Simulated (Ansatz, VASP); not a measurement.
**Ti, level by level in two programs**

```
Ti
1.0
     0.00000    2.05671    2.05671
     2.05671    0.00000    2.05671
     2.05671    2.05671    0.00000
Ti
1
Direct
  0.00000 0.00000 0.00000
```

Single points on this cell with VASP 6.6.1 and Ansatz 0.2.0. Each row is one pair of runs. Alike in all rows: spin: off; VASP's potentials, cutoff: VASP PAW PBE potentials, release 64 (Ti_sv), 520 eV.

```tsv
level	k mesh	smearing	Ansatz's potentials, cutoff	gap on the k mesh at the Fermi level (eV), VASP	gap on the k mesh at the Fermi level (eV), Ansatz	pressure (GPa), VASP	pressure (GPa), Ansatz
r2SCAN	11 × 11 × 11	fermi-dirac, width 0.05 eV	Ansatz PAW, 500 eV	none	none	0.1	-0.3
revPBE	11 × 11 × 11	fermi-dirac, width 0.01 eV	PseudoDojo stringent (PBEsol files), 1143 eV	none	?	1.5	?
HSE06	6 × 6 × 6	fermi-dirac, width 0.05 eV	Ansatz PAW, 420 eV	none	none	-1.4	-0.8
```

Question: Fill in what Ansatz gave in row 2.

Answer: gap on the k mesh at the Fermi level (eV): none; pressure (GPa): 1.6.

A gap of «none» marks a metal or a gap that the smearing closes.

The k mesh is coarse in some rows, so the values compare programs but aren't converged. Noted on Ansatz's runs: the potentials were made for another functional, which shifts forces and pressure.
